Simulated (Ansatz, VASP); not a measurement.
One calculation of Ag, two programs

```
CELL_PARAMETERS angstrom
2.93339 0.00000 0.00000
0.00000 4.14844 0.00000
0.00000 0.00000 21.86680
ATOMIC_POSITIONS crystal
Ag 0.00000 0.00000 0.36937
Ag 0.50000 0.50000 0.43094
Ag 0.00000 0.00000 0.50000
Ag 0.50000 0.50000 0.56906
Ag 0.00000 0.00000 0.63063
```

Alike in both runs: functional PBE; k mesh 14 × 10 × 1; occupations fermi-dirac, width 0.08 eV; no spin polarisation.

Ansatz relaxed the structure, and its values are those at the end. VASP's run is a single point on that final structure, the one shown.

|  | VASP | Ansatz |
| --- | --- | --- |
| version | VASP 6.6.1 | Ansatz 0.2.0 |
| potentials or method | VASP PAW PBE potentials, release 64 (Ag), cutoff 520 eV | all-electron LAPW, scalar-relativistic |

|  | VASP | Ansatz | Ansatz less VASP |
| --- | --- | --- | --- |
| rms of the force components (eV/Å) | 0.006 | 0.004 | -0.0014 |

Ansatz ran all-electron here, and VASP with PAW potentials.
